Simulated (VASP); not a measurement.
**TiCo3: single point with PBEsol**

TiCo3:

```
Ti Co
1.0
     3.60000    0.00000    0.00000
     0.00000    3.60000    0.00000
     0.00000    0.00000    3.60000
Ti Co
1 3
Direct
  0.00000 0.00000 0.00000
  0.00000 0.50000 0.50000
  0.50000 0.00000 0.50000
  0.50000 0.50000 0.00000
```

- Program: VASP 6.6.1
- Task: single point
- Functional: PBEsol
- Potentials or basis: VASP PAW PBE potentials, release 64 (Ti_sv, Co)
- Cutoff: 520 eV
- k mesh: 12 × 12 × 12
- Occupations: gaussian, width 0.15 eV
- Spin: collinear spin, ferromagnetic start
- Starting moments: [0.2, 0.44, 0.44, 0.44] μB
- Fixed moment: 1.52 μB

```
Pressure                                              : -11.7 GPa
Net moment                                            : 1.52 μB per cell
Site moments                                          : Ti -0.23; Co +0.60 μB
Valence electrons inside the program's atomic spheres : Ti 10.38; Co 8.31
```

Wall time 2.7 min on 1 thread of Oxide Virtual Turin-like Processor, on a shared host, peak memory 0.27 GiB.

Caveat: the cell stands under tension; the PAW data sets were made with another functional, which shifts forces and pressure a little; the total moment is fixed, so each spin has its own Fermi level and the state may be an excited one.
